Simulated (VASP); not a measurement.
# Ba in VASP: settings compared, part 2 of 2

VASP 6.6.1. The steps go on from the part before.

## Step 3: Single point, PBE

INCAR

```
SYSTEM = Ba
  PREC = Accurate
  ENCUT = 520
  EDIFF = 1E-7
  ISMEAR = -1
  SIGMA = 0.05
  LREAL = .False.
  LASPH = .True.
  NELM = 80
  ALGO = Normal
  ISIF = 2
  LWAVE = .False.
  LCHARG = .False.
  GGA = PE
  NBANDS = 17
```

KPOINTS

```
Automatic mesh
0
Gamma
  8 8 1
  0 0 0
```

POSCAR

```
Ba
1.0
    3.9100000000      0.0000000000      0.0000000000
   -1.9550000000      3.6500000000      0.0000000000
    0.0000000000      0.0000000000     20.7000000000
Ba
2
Direct
    0.0000000000      0.0000000000      0.3623188406
    0.0000000000      0.0000000000      0.6376811594
```

Potentials or basis: VASP PAW PBE potentials, release 64 (Ba_sv).

Started as:

```console
> cat potpaw_PBE.64/Ba_sv/POTCAR > POTCAR
> mpirun -np 1 vasp_std > vasp.out
```

OUTCAR:

```text
SYSTEM = Ba
   PREC = Accurate
   ENCUT = 520
   EDIFF = 1E-7
   ISMEAR = -1
   LREAL = .False.
   LASPH = .True.
   NELM = 80
   ISIF = 2
   GGA = PE

 ion  position               nearest neighbor table
   1  0.000  0.000  0.362-
   2  0.000  0.000  0.638-

  LATTYP: Found a base centered orthorhombic cell.
 ALAT       =     3.9100000000
 B/A-ratio  =     1.8670076726
 C/A-ratio  =     5.2941176471

  Lattice vectors:

 A1 = (   1.9550000000,  -3.6500000000,   0.0000000000)
 A2 = (   1.9550000000,   3.6500000000,   0.0000000000)
 A3 = (   0.0000000000,   0.0000000000,  20.7000000000)

Analysis of symmetry for initial positions (statically):
=====================================================================
 Subroutine PRICEL returns:
 Original cell was already a primitive cell.

 Routine SETGRP: Setting up the symmetry group for a
 base centered orthorhombic supercell.

 Subroutine GETGRP returns: Found  8 space group operations
 (whereof  8 operations were pure point group operations)
 out of a pool of  8 trial point group operations.

The static configuration has the point symmetry D_2h.

Analysis of symmetry for dynamics (positions and initial velocities):
=====================================================================
 Subroutine PRICEL returns:
 Original cell was already a primitive cell.

 Routine SETGRP: Setting up the symmetry group for a
 base centered orthorhombic supercell.

 Subroutine GETGRP returns: Found  8 space group operations
 (whereof  8 operations were pure point group operations)
 out of a pool of  8 trial point group operations.

The dynamic configuration has the point symmetry D_2h.

 Subroutine INISYM returns: Found  8 space group operations
 (whereof  8 operations are pure point group operations),
 and found     1 'primitive' translations

----------------------------------------------------------------------------------------

                                     Primitive cell

  volume of cell :     295.4201

  direct lattice vectors                    reciprocal lattice vectors
     3.910000000  0.000000000  0.000000000     0.255754476  0.136986301  0.000000000
    -1.955000000  3.650000000  0.000000000     0.000000000  0.273972603  0.000000000
     0.000000000  0.000000000 20.700000000     0.000000000  0.000000000  0.048309179

  length of vectors
     3.910000000  4.140594764 20.700000000     0.290130313  0.273972603  0.048309179

  position of ions in fractional coordinates (direct lattice)
     0.000000000  0.000000000  0.362318841
     0.000000000  0.000000000  0.637681159

  ion indices of the primitive-cell ions
   primitive index   ion index
                 1           1
                 2           2

----------------------------------------------------------------------------------------

 KPOINTS: Automatic mesh

Automatic generation of k-mesh.
 Grid dimensions read from file:
 generate k-points for:    8    8    1

 Generating k-lattice:

  Cartesian coordinates                     Fractional coordinates (reciprocal lattice)
     0.031969309  0.017123288  0.000000000     0.125000000  0.000000000  0.000000000
     0.000000000  0.034246575  0.000000000     0.000000000  0.125000000  0.000000000
     0.000000000  0.000000000  0.048309179     0.000000000  0.000000000  1.000000000

  Length of vectors
     0.036266289  0.034246575  0.048309179

  Shift w.r.t. Gamma in fractional coordinates (k-lattice)
     0.000000000  0.000000000  0.000000000

 Subroutine IBZKPT returns following result:
 ===========================================

 Found     21 irreducible k-points:

 Following reciprocal coordinates:
            Coordinates               Weight
  0.000000  0.000000  0.000000      1.000000
  0.125000  0.000000  0.000000      4.000000
  0.250000  0.000000  0.000000      4.000000
  0.375000  0.000000  0.000000      4.000000
  0.500000  0.000000  0.000000      2.000000
  0.000000  0.125000  0.000000      2.000000
[... 13 lines left out ...]
  0.250000  0.375000  0.000000      2.000000
  0.000000  0.500000  0.000000      1.000000
   k-points           NKPTS =     21   k-points in BZ     NKDIM =     21   number of bands    NBANDS=     17
   number of dos      NEDOS =    301   number of ions     NIONS =      2
   total plane-waves  NPLWV = 153600
   dimension x,y,z NGX =    30 NGY =   32 NGZ =  160
   dimension x,y,z NGXF=    60 NGYF=   64 NGZF=  320
   ions per type =               2
   NGX,Y,Z   is equivalent  to a cutoff of  12.76, 12.85, 12.85 a.u.
   NGXF,Y,Z  is equivalent  to a cutoff of  25.51, 25.70, 25.70 a.u.
 SYSTEM =  Ba
   PREC   = accura    normal or accurate (medium, high low for compatibility)
   ISTART =      0    job   : 0-new  1-cont  2-samecut
   ICHARG =      2    charge: 1-file 2-atom 10-const
   ISPIN  =      1    spin polarized calculation?
   LNONCOLLINEAR =      F non collinear calculations
   LSORBIT =      F    spin-orbit coupling
   LASPH  =      T    aspherical Exc in radial PAW
   ENCUT  =  520.0 eV  38.22 Ry    6.18 a.u.   7.27  7.70 38.49*2*pi/ulx,y,z
   NELM   =     80;   NELMIN=  2; NELMDL= -5     # of ELM steps
   EDIFF  = 0.1E-06   stopping-criterion for ELM
   LREAL  =      F    real-space projection
   EDIFFG = 0.1E-05   stopping-criterion for IOM
   NSW    =      0    number of steps for IOM
   IBRION =     -1    ionic relax: 0-MD 1-quasi-New 2-CG
   NFREE  =      0    steps in history (QN), initial steepest desc. (CG)
   ISIF   =      2    stress and relaxation
   ISYM   =      2    0-nonsym 1-usesym 2-fastsym
   POTIM  = 0.5000    time-step for ionic-motion
   TEBEG  =    0.0;   TEEND  =   0.0 temperature during run
   PSTRESS=    0.0 pullay stress
   NELECT =      20.0000    total number of electrons
   NUPDOWN=      -1.0000    fix difference up-down
   EMIN   =  10.00;   EMAX   =-10.00  energy-range for DOS
   EFERMI =   0.00;   METHOD = LEGACY
   ISMEAR =    -1;   SIGMA  =   0.05  broadening in eV -4-tet -1-fermi 0-gaus
   EFERMI_NEDOS =   21; number of points for ismear=-14 and -15
   IALGO  =     38    algorithm
   IMIX   =      4    mixing-type and parameters
     AMIX     =   0.40;   BMIX     =  1.00
     AMIX_MAG =   1.60;   BMIX_MAG =  1.00
  volume/ion in A,a.u.               =     147.71       996.80
  Fermi-wavevector in a.u.,A,eV,Ry     =   0.667224  1.260870  6.057144  0.445188
  Thomas-Fermi vector in A             =   1.741765
   LORBIT       =      0    0 simple, 1 ext, 2 COOP (PROOUT), +10 PAW based schemes
   GGA     = PE    functional components
   LHFCALC =     F    Hartree Fock is set to
   AEXX    =    0.0000 exact exchange contribution
   IVDW    =     0    specifies the selected vdW correction
   LEPSILON=     F    determine dielectric tensor
   LRPA    =     F    only Hartree local field effects (RPA)
 non-spin polarized calculation
  energy-cutoff  :      520.00
  volume of cell :      295.42
 maximum number of plane-waves:      7991
 NGX is ok and might be reduce to    30
   NGX = 15   NGY = 15   NGZ = 77

 number of electron      20.0000000 magnetization

 Free energy of the ion-electron system (eV)
  ---------------------------------------------------
  ext. energy  EPLUGINS =         0.00000000
  ---------------------------------------------------
  free energy    TOTEN  =        -2.43054391 eV

  energy without entropy =       -2.38004918  energy(sigma->0) =       -2.40529654

 E-fermi :  -0.6131     XC(G=0):  -3.9631

 val. band max:       -0.6282643382   @ k =   0.1250   0.3750   0.0000
 cond. band min:      -0.6109993113   @ k =   0.5000   0.1250   0.0000
 fundamental gap:      0.0172650269
 Fermi energy:        -0.6130516427

 k-point     1 :       0.0000    0.0000    0.0000
  band No.  band energies     occupation
      1     -29.7584      2.00000
      2     -29.7582      2.00000
      3     -15.0766      2.00000
      4     -15.0664      2.00000
      5     -14.5261      2.00000
      6     -14.5258      2.00000
[... 9 lines left out ...]
     16       1.6924      0.00000
     17       1.8419      0.00000
[... 381 lines left out ...]
 k-point    21 :       0.0000    0.5000    0.0000
  band No.  band energies     occupation
      1     -29.6903      2.00000
      2     -29.6901      2.00000
      3     -15.2406      2.00000
      4     -15.2394      2.00000
      5     -14.9683      2.00000
      6     -14.9606      2.00000
[... 9 lines left out ...]
     16       1.6205      0.00000
     17       2.3471      0.00000

------------------------ aborting loop because EDIFF is reached ----------------------------------------

  FORCE on cell =-STRESS in cart. coord.  units (eV):
  Direction    XX          YY          ZZ          XY          YZ          ZX
  --------------------------------------------------------------------------------------
  -------------------------------------------------------------------------------------
  Total        2.8784695      1.1348340     -1.0991790     -0.0000000      0.0000000      0.0000000
  in kB       15.6110546      6.1546442     -5.9612732     -0.0000000      0.0000000      0.0000000
  external PRESSURE =       5.2681418 kB  Pullay stress =       0.0000000 kB

 VOLUME and BASIS-vectors are now :
 -----------------------------------------------------------------------------
  energy-cutoff  :      520.00
  volume of cell :      295.42
      direct lattice vectors                 reciprocal lattice vectors
     3.910000000  0.000000000  0.000000000     0.255754476  0.136986301  0.000000000
    -1.955000000  3.650000000  0.000000000     0.000000000  0.273972603  0.000000000
     0.000000000  0.000000000 20.700000000     0.000000000  0.000000000  0.048309179

 POSITION                                       TOTAL-FORCE (eV/Angst)
 -----------------------------------------------------------------------------------
      0.00000      0.00000      7.50000        -0.000000      0.000000      0.192526
      0.00000      0.00000     13.20000         0.000000      0.000000     -0.192526
 -----------------------------------------------------------------------------------
    total drift:                               -0.000000     -0.000000     -0.000000

  FREE ENERGIE OF THE ION-ELECTRON SYSTEM (eV)
  ---------------------------------------------------
  free  energy   TOTEN  =        -2.4305439055 eV

  energy  without entropy=       -2.3800491824  energy(sigma->0) =       -2.40529654
```

Wall time 2.3 min (1 thread of AMD EPYC 7R43 (Zen 3), shared host); peak memory 0.4 GiB.

What came out:

```
Free energy            : -2.4305 eV
Largest force          : 0.193 eV/Å
Band gap on the k mesh : zero (band 10 reaches 0.04 eV, above the bottom of band 11 at -0.77 eV)
```

Forces in eV/Å, atoms in the order of the input:
```
Ba   0.000  0.000  0.193
Ba   0.000  0.000 -0.193
```

Caveat: spin-orbit coupling is left out, which moves the levels of the heavy elements.
